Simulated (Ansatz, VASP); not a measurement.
# MgCdTe3: VASP beside Ansatz

```xyz
5
Lattice="5.3247 0.0000 0.0000 0.0000 5.3247 0.0000 0.0000 0.0000 5.3247" Properties=species:S:1:pos:R:3 pbc="T T T"
Mg    2.6623    2.6623    2.6623
Cd    0.0000    0.0000    0.0000
Te    0.0000    2.6623    2.6623
Te    2.6623    0.0000    2.6623
Te    2.6623    2.6623    0.0000
```

Change from the starting cell: species swapped into the RbCaH3 type (Pm-3m, No. 221).

Alike in both runs: task relaxation of cell and atoms; functional PBE; k mesh 8 × 8 × 8; occupations gaussian, width 0.1 eV; no spin polarisation.

|  | VASP | Ansatz |
| --- | --- | --- |
| version | VASP 6.6.1 | Ansatz 0.2.0 |
| potentials or method | VASP PAW PBE potentials, release 64 (Mg, Cd, Te), cutoff 600 eV | scalar-relativistic, plane waves, PAW |
| valence electrons in the cell | 32 | 78 |

VASP gave:

| Quantity | Value |
| --- | --- |
| gap on the k mesh at the Fermi level, each at its own relaxed structure (eV) | none |
| relaxed volume (Å³/atom) | 33.29 |
| relaxed cell length with the largest relative difference (Å) | 5.501 |

Task: Which values does Ansatz return?

Result: gap on the k mesh at the Fermi level, each at its own relaxed structure (eV): none; relaxed volume (Å³/atom): 33.32; relaxed cell length with the largest relative difference (Å): 5.502.

A gap of «none» marks a metal or a gap that the smearing closes. VASP's potentials hold 32 valence electrons a cell and Ansatz's 78, so a difference there can come from the potentials and not from the codes.

Spin-orbit coupling is off throughout.
